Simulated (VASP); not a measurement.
Set up this calculation in VASP 6.6.1, as the native input.

| Property | Result |
| --- | --- |
| Task | single point |
| Functional | HSE06 |
| Potentials or basis | VASP PAW PBE potentials, release 64 (Pd) |
| Cutoff | 520 eV |
| k mesh | 6 × 6 × 6 |
| Occupations | methfessel-paxton, width 0.05 eV |
| Spin | no spin polarisation |
| Dipole correction | no |
| Grid for exact exchange (PRECFOCK) | Normal |
| Further INCAR settings | ALGO = Normal; EDIFF = 1e-07; NBANDS = 11 |
| Share of exact exchange | 0.25 |
| Screening parameter | 0.2079 1/Å |

The system is Pd.

```
Pd
1.0
     0.00000    1.94650    1.94650
     1.94650    0.00000    1.94650
     1.94650    1.94650    0.00000
Pd
1
Direct
  0.00000 0.00000 0.00000
```

One way to write it, as run:

POSCAR

```
Pd
1.0
    0.0000000000      1.9465000000      1.9465000000
    1.9465000000      0.0000000000      1.9465000000
    1.9465000000      1.9465000000      0.0000000000
Pd
1
Direct
    0.0000000000      0.0000000000      0.0000000000
```

INCAR.step1

```
SYSTEM = Pd
  PREC = Accurate
  ENCUT = 520
  EDIFF = 1E-5
  ISMEAR = 1
  SIGMA = 0.05
  LREAL = .False.
  LASPH = .True.
  NELM = 100
  ALGO = Normal
  ISIF = 2
  LWAVE = .True.
  LCHARG = .False.
  GGA = PE
  NBANDS = 11
```

INCAR.step2

```
SYSTEM = Pd
  PREC = Accurate
  ENCUT = 520
  EDIFF = 1E-7
  ISMEAR = 1
  SIGMA = 0.05
  LREAL = .False.
  LASPH = .True.
  NELM = 100
  ALGO = Normal
  ISIF = 2
  LWAVE = .False.
  LCHARG = .False.
  GGA = PE
  LHFCALC = .True.
  HFSCREEN = 0.2079
  PRECFOCK = Normal
  ISTART = 1
  NBANDS = 11
```

KPOINTS

```
Automatic mesh
0
Gamma
  6 6 6
  0 0 0
```

Potentials or basis: VASP PAW PBE potentials, release 64 (Pd).

Launch:

```sh
$ cat potpaw_PBE.64/Pd/POTCAR > POTCAR
$ cp INCAR.step1 INCAR
$ mpirun -np 1 vasp_std > vasp.out
$ cp INCAR.step2 INCAR
$ mpirun -np 1 vasp_std > vasp.out
```

It gave:

```yaml
Pressure: 1.2 GPa
Band_gap_on_the_k_mesh: zero (bands 5 and 6 overlap by 2.24 eV)
```

Caveat: the k points lie up to 0.47 Å⁻¹ apart, too coarse for converged energies and pressures of a metal; the PAW data sets were made with another functional, which shifts forces and pressure a little.

It took 6.5 min on 1 thread of Intel(R) Xeon(R) Platinum 8375C CPU @ 2.90GHz (Ice Lake) (shared host), peak memory 0.23 GiB.
